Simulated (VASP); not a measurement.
# TiCl2F (P4/mmm) in VASP: single point with PBE

Aim: the single point of TiCl2F with PBE.

All numbers are computed with VASP 6.6.1; they aren't measurements. Logs are shortened: lines on timing, memory, paths and dates and some standing lists are left out, and cuts for length are marked.

## Step 1: The cell of the first run

The structure is tetragonal, space group P4/mmm (No. 123). Conventional cell: a = 3.542 Å, b = 3.542 Å, c = 7.696 Å, α = 90.00°, β = 90.00°, γ = 90.00°. Ti (site symmetry 4/mmm) has 2 Cl at 2.15 Å within 2.8 Å. Cl (site symmetry 4mm) has 1 Ti at 2.15 Å within 2.8 Å. Within 4.0 Å of F (site symmetry 4/mmm) lie 8 Cl at 3.03 Å and 4 F at 3.54 Å.

The cell was generated, and may not be a known phase.

## Step 2: Single point, PBE, collinear spin

INCAR reads:

```
PREC = Accurate ; ENCUT = 520
EDIFF = 1E-6 ; ISMEAR = 0
SIGMA = 0.1 ; LREAL = F
LASPH = T ; NELM = 150
ALGO = Normal ; ISIF = 2
LWAVE = F ; LCHARG = F
ISPIN = 2 ; MAGMOM = 1 0 0 0
LORBIT = 11 ; LMAXMIX = 4
GGA = PE ; NBANDS = 28
```

KPOINTS reads:

```
Automatic mesh
0
Gamma
  6 6 4
```

POSCAR reads:

```
TiCl2F
1.0
    3.5417440726      0.0000000000      0.0000000000
    0.0000000000      3.5417440726      0.0000000000
    0.0000000000      0.0000000000      7.6958732634
Ti Cl F
1 2 1
Direct
    0.0000000000      0.0000000000      0.0000000000
    0.0000000000      0.0000000000      0.7210685781
    0.0000000000      0.0000000000      0.2789314219
    0.5000000000      0.5000000000      0.5000000000
```

Potentials or basis: VASP PAW PBE potentials, release 64 (Ti_sv, Cl, F).

Started as:

```sh
$ cat potpaw_PBE.64/Ti_sv/POTCAR potpaw_PBE.64/Cl/POTCAR potpaw_PBE.64/F/POTCAR > POTCAR
$ mpirun -np 1 vasp_std > vasp.out
```

OUTCAR:

```text
PREC = Accurate
   ENCUT = 520
   EDIFF = 1E-6
   ISMEAR = 0
   LREAL = F
   LASPH = T
   NELM = 150
   ISIF = 2
   ISPIN = 2
   LORBIT = 11
   GGA = PE

 ion  position               nearest neighbor table
   1  0.000  0.000  0.000-   2 2.15   3 2.15
   2  0.000  0.000  0.721-   1 2.15
   3  0.000  0.000  0.279-   1 2.15
   4  0.500  0.500  0.500-

  LATTYP: Found a simple tetragonal cell.
 ALAT       =     3.5417440726
 C/A-ratio  =     2.1729049603

  Lattice vectors:

 A1 = (   3.5417440726,   0.0000000000,   0.0000000000)
 A2 = (   0.0000000000,   3.5417440726,   0.0000000000)
 A3 = (   0.0000000000,   0.0000000000,   7.6958732634)

Analysis of symmetry for initial positions (statically):
=====================================================================
 Subroutine PRICEL returns:
 Original cell was already a primitive cell.

 Routine SETGRP: Setting up the symmetry group for a
 simple tetragonal supercell.

 Subroutine GETGRP returns: Found 16 space group operations
 (whereof 16 operations were pure point group operations)
 out of a pool of 16 trial point group operations.

The static configuration has the point symmetry D_4h.

Analysis of symmetry for dynamics (positions and initial velocities):
=====================================================================
 Subroutine PRICEL returns:
 Original cell was already a primitive cell.

 Routine SETGRP: Setting up the symmetry group for a
 simple tetragonal supercell.

 Subroutine GETGRP returns: Found 16 space group operations
 (whereof 16 operations were pure point group operations)
 out of a pool of 16 trial point group operations.

The dynamic configuration has the point symmetry D_4h.

Analysis of structural, dynamic, and magnetic symmetry:
=====================================================================
 Subroutine PRICEL returns:
 Original cell was already a primitive cell.

 Routine SETGRP: Setting up the symmetry group for a
 simple tetragonal supercell.

 Subroutine GETGRP returns: Found 16 space group operations
 (whereof 16 operations were pure point group operations)
 out of a pool of 16 trial point group operations.

The overall configuration has the point symmetry D_4h.

 Subroutine INISYM returns: Found 16 space group operations
 (whereof 16 operations are pure point group operations),
 and found     1 'primitive' translations

----------------------------------------------------------------------------------------

                                     Primitive cell

  volume of cell :      96.5367

  direct lattice vectors                    reciprocal lattice vectors
     3.541744073  0.000000000  0.000000000     0.282346770  0.000000000  0.000000000
     0.000000000  3.541744073  0.000000000     0.000000000  0.282346770  0.000000000
     0.000000000  0.000000000  7.695873263     0.000000000  0.000000000  0.129939770

  length of vectors
     3.541744073  3.541744073  7.695873263     0.282346770  0.282346770  0.129939770

  position of ions in fractional coordinates (direct lattice)
     0.000000000  0.000000000  0.000000000
     0.000000000  0.000000000  0.721068578
     0.000000000  0.000000000  0.278931422
     0.500000000  0.500000000  0.500000000

  ion indices of the primitive-cell ions
   primitive index   ion index
                 1           1
                 2           2
                 3           3
                 4           4

----------------------------------------------------------------------------------------

 KPOINTS: Automatic mesh

Automatic generation of k-mesh.
 Grid dimensions read from file:
 generate k-points for:    6    6    4

 Generating k-lattice:

  Cartesian coordinates                     Fractional coordinates (reciprocal lattice)
     0.047057795  0.000000000  0.000000000     0.166666667  0.000000000  0.000000000
     0.000000000  0.047057795  0.000000000     0.000000000  0.166666667  0.000000000
     0.000000000  0.000000000  0.032484942     0.000000000  0.000000000  0.250000000

  Length of vectors
     0.047057795  0.047057795  0.032484942

  Shift w.r.t. Gamma in fractional coordinates (k-lattice)
     0.000000000  0.000000000  0.000000000

 Subroutine IBZKPT returns following result:
 ===========================================

 Found     30 irreducible k-points:

 Following reciprocal coordinates:
            Coordinates               Weight
  0.000000  0.000000  0.000000      1.000000
  0.166667  0.000000  0.000000      4.000000
  0.333333  0.000000  0.000000      4.000000
  0.500000  0.000000  0.000000      2.000000
  0.166667  0.166667  0.000000      4.000000
  0.333333  0.166667  0.000000      8.000000
[... 16 lines left out ...]
  0.333333  0.000000  0.500000      4.000000
  0.500000  0.000000  0.500000      2.000000
 [... further k-points ...]
   k-points           NKPTS =     30   k-points in BZ     NKDIM =     30   number of bands    NBANDS=     28
   number of dos      NEDOS =    301   number of ions     NIONS =      4
   total plane-waves  NPLWV =  47040
   dimension x,y,z NGX =    28 NGY =   28 NGZ =   60
   dimension x,y,z NGXF=    56 NGYF=   56 NGZF=  120
   ions per type =               1   2   1
   NGX,Y,Z   is equivalent  to a cutoff of  13.14, 13.14, 12.96 a.u.
   NGXF,Y,Z  is equivalent  to a cutoff of  26.29, 26.29, 25.92 a.u.
 SYSTEM =  unknown system
   PREC   = accura    normal or accurate (medium, high low for compatibility)
   ISTART =      0    job   : 0-new  1-cont  2-samecut
   ICHARG =      2    charge: 1-file 2-atom 10-const
   ISPIN  =      2    spin polarized calculation?
   LNONCOLLINEAR =      F non collinear calculations
   LSORBIT =      F    spin-orbit coupling
   LASPH  =      T    aspherical Exc in radial PAW
   ENCUT  =  520.0 eV  38.22 Ry    6.18 a.u.   6.59  6.59 14.31*2*pi/ulx,y,z
   NELM   =    150;   NELMIN=  2; NELMDL= -5     # of ELM steps
   EDIFF  = 0.1E-05   stopping-criterion for ELM
   LREAL  =      F    real-space projection
   EDIFFG = 0.1E-04   stopping-criterion for IOM
   NSW    =      0    number of steps for IOM
   IBRION =     -1    ionic relax: 0-MD 1-quasi-New 2-CG
   NFREE  =      0    steps in history (QN), initial steepest desc. (CG)
   ISIF   =      2    stress and relaxation
   ISYM   =      2    0-nonsym 1-usesym 2-fastsym
   POTIM  = 0.5000    time-step for ionic-motion
   TEBEG  =    0.0;   TEEND  =   0.0 temperature during run
   PSTRESS=    0.0 pullay stress
   NELECT =      33.0000    total number of electrons
   NUPDOWN=      -1.0000    fix difference up-down
   EMIN   =  10.00;   EMAX   =-10.00  energy-range for DOS
   EFERMI =   0.00;   METHOD = LEGACY
   ISMEAR =     0;   SIGMA  =   0.10  broadening in eV -4-tet -1-fermi 0-gaus
   EFERMI_NEDOS =   21; number of points for ismear=-14 and -15
   IALGO  =     38    algorithm
   IMIX   =      4    mixing-type and parameters
     AMIX     =   0.40;   BMIX     =  1.00
     AMIX_MAG =   1.60;   BMIX_MAG =  1.00
  volume/ion in A,a.u.               =      24.13       162.87
  Fermi-wavevector in a.u.,A,eV,Ry     =   1.144675  2.163121 17.827442  1.310280
  Thomas-Fermi vector in A             =   2.281366
   LORBIT       =     11    0 simple, 1 ext, 2 COOP (PROOUT), +10 PAW based schemes
   GGA     = PE    functional components
   LHFCALC =     F    Hartree Fock is set to
   AEXX    =    0.0000 exact exchange contribution
   IVDW    =     0    specifies the selected vdW correction
   LEPSILON=     F    determine dielectric tensor
   LRPA    =     F    only Hartree local field effects (RPA)
 spin polarized calculation
 Gauss-broadening in eV      SIGMA  =   0.10
  energy-cutoff  :      520.00
  volume of cell :       96.54
 maximum number of plane-waves:      2623
 NGX is ok and might be reduce to    28
   NGX = 13   NGY = 13   NGZ = 29

 number of electron      33.0000021 magnetization      -0.0527667

 number of electron      33.0000020 magnetization       0.1062187

 Free energy of the ion-electron system (eV)
  ---------------------------------------------------
  ext. energy  EPLUGINS =         0.00000000
  ---------------------------------------------------
  free energy    TOTEN  =       -15.01943630 eV

  energy without entropy =      -14.97702508  energy(sigma->0) =      -14.99823069

 E-fermi :   0.3972     XC(G=0):  -8.3887

 val. band max:        0.3914205993   @ k =   0.1667   0.0000   0.5000
 cond. band min:       0.4085995859   @ k =   0.3333   0.3333   0.2500
 fundamental gap:      0.0171789866
 Fermi energy:         0.3971507176

 spin component 1

 k-point     1 :       0.0000    0.0000    0.0000
  band No.  band energies     occupation
      1     -57.1560      1.00000
      2     -33.5017      1.00000
      3     -33.5017      1.00000
      4     -33.2116      1.00000
      5     -18.5506      1.00000
      6     -14.2683      1.00000
[... 20 lines left out ...]
     27      10.6165      0.00000
[... 691 lines left out ...]
      6     -14.0044      1.00000
[... 20 lines left out ...]
     27      12.2991      0.00000
     28      12.9100      0.00000

 [... further k-points ...]

 spin component 2

 k-point     1 :       0.0000    0.0000    0.0000
  band No.  band energies     occupation
      1     -57.0869      1.00000
      2     -33.4153      1.00000
      3     -33.4153      1.00000
      4     -33.1748      1.00000
      5     -18.5527      1.00000
      6     -14.2700      1.00000
[... 20 lines left out ...]
     27      10.7729      0.00000
[... 691 lines left out ...]
      6     -14.0062      1.00000
[... 20 lines left out ...]
     27      12.3095      0.00000
     28      12.9953      0.00000

 [... further k-points ...]

------------------------ aborting loop because EDIFF is reached ----------------------------------------

  FORCE on cell =-STRESS in cart. coord.  units (eV):
  Direction    XX          YY          ZZ          XY          YZ          ZX
  --------------------------------------------------------------------------------------
  -------------------------------------------------------------------------------------
  Total       -0.5156363     -0.5156363     -0.6899250      0.0000000      0.0000000     -0.0000000
  in kB       -8.5577934     -8.5577934    -11.4503873      0.0000000      0.0000000     -0.0000000
  external PRESSURE =      -9.5219914 kB  Pullay stress =       0.0000000 kB

 VOLUME and BASIS-vectors are now :
 -----------------------------------------------------------------------------
  energy-cutoff  :      520.00
  volume of cell :       96.54
      direct lattice vectors                 reciprocal lattice vectors
     3.541744073  0.000000000  0.000000000     0.282346770  0.000000000  0.000000000
     0.000000000  3.541744073  0.000000000     0.000000000  0.282346770  0.000000000
     0.000000000  0.000000000  7.695873263     0.000000000  0.000000000  0.129939770

 POSITION                                       TOTAL-FORCE (eV/Angst)
 -----------------------------------------------------------------------------------
      0.00000      0.00000      0.00000        -0.000000      0.000000      0.000000
      0.00000      0.00000      5.54925         0.000000     -0.000000      0.060713
      0.00000      0.00000      2.14662        -0.000000      0.000000     -0.060713
      1.77087      1.77087      3.84794        -0.000000      0.000000      0.000000
 -----------------------------------------------------------------------------------
    total drift:                               -0.000000      0.000000      0.000000

  FREE ENERGIE OF THE ION-ELECTRON SYSTEM (eV)
  ---------------------------------------------------
  free  energy   TOTEN  =       -15.0194362995 eV

  energy  without entropy=      -14.9770250766  energy(sigma->0) =      -14.99823069

 total charge

# of ion       s       p       d       tot
------------------------------------------
    1        2.192   6.138   1.836  10.166
    2        1.627   3.422   0.000   5.049
    3        1.627   3.422   0.000   5.049
    4        1.747   4.178   0.000   5.925
--------------------------------------------------
tot          7.193  17.161   1.836  26.189

 magnetization (x)

# of ion       s       p       d       tot
------------------------------------------
    1        0.002   0.001   0.064   0.067
    2       -0.000  -0.003   0.000  -0.003
    3       -0.000  -0.003   0.000  -0.003
    4       -0.000  -0.001   0.000  -0.001
--------------------------------------------------
tot          0.002  -0.005   0.064   0.061
```

It took 8 min on 1 thread of Intel Xeon Platinum 8259CL at 2.50GHz (Skylake/Cascade Lake), shared host; peak memory 0.31 GiB.

Results:

| Item | Value |
| --- | --- |
| Free energy | -15.0194 eV |
| Pressure | -1.0 GPa |
| Largest force | 0.061 eV/Å |
| Net moment | 0.11 μB per cell |
| Site moments | Ti +0.07; Cl -0.00; F -0.00 μB |
| Valence electrons inside the program's atomic spheres | Ti 10.17; Cl 5.05; F 5.92 |

Forces in eV/Å, atoms in the order of the input:
```
Ti   0.000  0.000  0.000
Cl   0.000  0.000  0.061
Cl   0.000  0.000 -0.061
F    0.000  0.000  0.000
```

Stress tensor (GPa, compression positive):
```
-0.86  0.00  0.00
 0.00 -0.86  0.00
 0.00  0.00 -1.15
```

Levels at points of the mesh, in eV from the Fermi level:
Spin up:
| k point | band 13 | band 14 | band 15 | band 16 | band 17 | band 18 | band 19 | band 20 | band 21 | band 22 |
| --- | --- | --- | --- | --- | --- | --- | --- | --- | --- | --- |
| (0.00, 0.00, 0.00) | -1.62 | -1.56 | -0.25 | -0.17 | 0.07 | 0.07 | 1.10 | 2.09 | 2.09 | 5.43 |
| (0.50, 0.00, 0.00) | -1.26 | -0.34 | -0.30 | -0.26 | -0.13 | 0.66 | 1.75 | 2.14 | 2.28 | 2.51 |
| (0.50, 0.50, 0.00) | -1.59 | -0.43 | -0.39 | -0.24 | -0.24 | 1.63 | 1.66 | 1.66 | 3.10 | 4.80 |
| (0.00, 0.00, 0.50) | -1.36 | -1.36 | -0.27 | -0.17 | -0.09 | -0.09 | 1.10 | 2.12 | 2.12 | 6.24 |
| (0.50, 0.00, 0.50) | -1.18 | -0.32 | -0.13 | -0.11 | -0.10 | 0.65 | 1.49 | 2.09 | 2.33 | 2.63 |
| (0.50, 0.50, 0.50) | -2.31 | -0.55 | -0.45 | -0.45 | -0.26 | 1.63 | 1.80 | 1.80 | 3.31 | 4.81 |
Spin down:
```tsv
k point	band 13	band 14	band 15	band 16	band 17	band 18	band 19	band 20	band 21	band 22
(0.00, 0.00, 0.00)	-1.62	-1.44	-0.31	-0.24	0.05	0.05	1.45	2.13	2.13	5.49
(0.50, 0.00, 0.00)	-1.26	-0.39	-0.32	-0.24	-0.14	1.00	1.79	2.18	2.27	2.67
(0.50, 0.50, 0.00)	-1.59	-0.38	-0.25	-0.25	-0.08	1.48	1.70	1.70	3.17	4.83
(0.00, 0.00, 0.50)	-1.36	-1.36	-0.31	-0.25	-0.10	-0.10	1.45	2.16	2.16	6.31
(0.50, 0.00, 0.50)	-1.18	-0.38	-0.14	-0.12	-0.08	1.00	1.53	2.13	2.32	2.80
(0.50, 0.50, 0.50)	-2.31	-0.46	-0.46	-0.44	-0.01	1.48	1.83	1.83	3.38	4.84
```

Caveat: semilocal functionals often make such compounds metallic where correlation or magnetic order opens a gap, which also shifts bond lengths.
